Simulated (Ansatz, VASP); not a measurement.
# LiF in VASP and in Ansatz

File INCAR:

```
  ALGO = Normal
  EDIFF = 1E-7
  ENCUT = 520
  GGA = CA
  ISIF = 2
  ISMEAR = -1
  LASPH = True
  LCHARG = True
  LELF = True
  LREAL = False
  LVHAR = True
  LWAVE = False
  NBANDS = 12
  NELM = 80
  PREC = Accurate
  SIGMA = 0.03
```

File KPOINTS:

```
k-points
0
Gamma
  10 10 10
```

File POSCAR:

```
LiF
1.0
    0.0000000000      2.0140000000      2.0744200000
    2.0140000000      0.0000000000      2.0744200000
    2.0140000000      2.0140000000      0.0000000000
Li F
1 1
Direct
    0.0000000000      0.0000000000      0.0000000000
    0.5000000000      0.5000000000      0.5000000000
```

Input for Ansatz:

```yaml
crystal:
  lattice:
    - [0.0, 2.014, 2.07442]
    - [2.014, 0.0, 2.07442]
    - [2.014, 2.014, 0.0]
  atoms:
    - { symbol: Li, position: [0.0, 0.0, 0.0] }
    - { symbol: F, position: [0.5, 0.5, 0.5] }
kpoints:
  mp_grid: { grid: [10, 10, 10] }
  band_path:
    path:
      - [0.0, 0.0, 0.0]
      - [0.0, 0.5, 0.5]
      - [0.25, 0.75, 0.5]
      - [0.0, 0.5, 0.0]
      - [0.0, 0.0, 0.0]
      - [0.5, 0.5, 0.0]
      - [0.3678244886, 0.6321755114, 0.0]
      - [-0.3678244886, 0.3678244886, 0.0]
      - [0.0, 0.0, 0.0]
    npoints: 5
scf:
  occupations: { method: fermi_dirac, width: 0.03 }
hamiltonian:
  xc: lda
  pseudopotentials: { kind: all_electron, lapw: { basis_error: 0.001 } }
output:
  forces: true
  stress: true
  eigenvalues: true
```

Change from the starting cell: zz strain of +3 %.

Alike in both runs: task single point; functional LDA; k mesh 10 × 10 × 10; occupations fermi-dirac, width 0.03 eV; no spin polarisation.

|  | VASP | Ansatz |
| --- | --- | --- |
| version | VASP 6.6.1 | Ansatz 0.2.0 |
| potentials or method | VASP PAW LDA potentials, release 64 (Li_sv, F), cutoff 520 eV | all-electron LAPW, scalar-relativistic |

Ansatz gave:

* gap on the k mesh at the Fermi level (eV): 8.52

Q: Estimate VASP's values.

A: gap on the k mesh at the Fermi level (eV): 8.53.

LDA's correlation is that of Perdew and Zunger in VASP and of Perdew and Wang (1992) in Ansatz. Ansatz ran all-electron here, and VASP with PAW potentials.

Noted on VASP's run: the cutoff is short for stress, so the pressure is rough.
